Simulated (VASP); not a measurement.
A run of VASP 6.6.1 is set up as follows.

INCAR

```
SYSTEM = PtS2
PREC     = Accurate       ! precision mode
ENCUT    = 520            ! plane-wave cutoff, eV
EDIFF    = 1E-6           ! SCF threshold, eV
ISMEAR   = 0              ! smearing method
SIGMA    = 0.05           ! smearing width, eV
LREAL    = .False.        ! projectors in reciprocal space
LASPH    = .True.         ! aspherical terms in the spheres
NELM     = 60             ! most SCF steps
ALGO     = Normal         ! electronic algorithm
ISIF     = 2              ! what is computed and relaxed
LWAVE    = .False.        ! write WAVECAR
LCHARG   = .False.        ! write CHGCAR
LDIPOL   = .True.       
IDIPOL   = 3            
DIPOL    = 0.5 0.5 0.416
GGA      = PE             ! functional
IVDW     = 12             ! dispersion correction
NBANDS   = 31             ! bands
```

Contents of KPOINTS:

```
Automatic mesh
0
Gamma
  9 9 1
  0 0 0
```

POSCAR

```
PtS2
1.0
    3.5415278079      0.0000000000      0.0000000000
   -1.7707639039      3.0670530498      0.0000000000
    0.0000000000      0.0000000000     22.4670615492
S Pt
4 2
Direct
    0.6666666667      0.3333333333      0.2002932155
    0.3333333333      0.6666666667      0.3108341854
    1.0000000000      0.0000000000      0.5218097057
    1.3333333333     -0.3333333333      0.6323506756
    0.0000000000      0.0000000000      0.2555637004
    1.6666666667      0.3333333333      0.5770801906
```

Potentials or basis: VASP PAW PBE potentials, release 64 (S, Pt).

Launch:

```bash
$ cat potpaw_PBE.64/S/POTCAR potpaw_PBE.64/Pt/POTCAR > POTCAR
$ mpirun -np 1 vasp_std > vasp.out
```

(1) What does it give for the largest force?

(2) Predict the dispersion energy per atom.

(3) Estimate the band gap on the k mesh.

## Answers

(1) 0.043 eV/Å.

(2) -0.292 eV.

(3) 1.77 eV (least direct gap 1.84 eV).

Caveat: the cell differs from its parent crystal (layers slid over each other); spin-orbit coupling is left out, which moves the levels of the heavy elements.
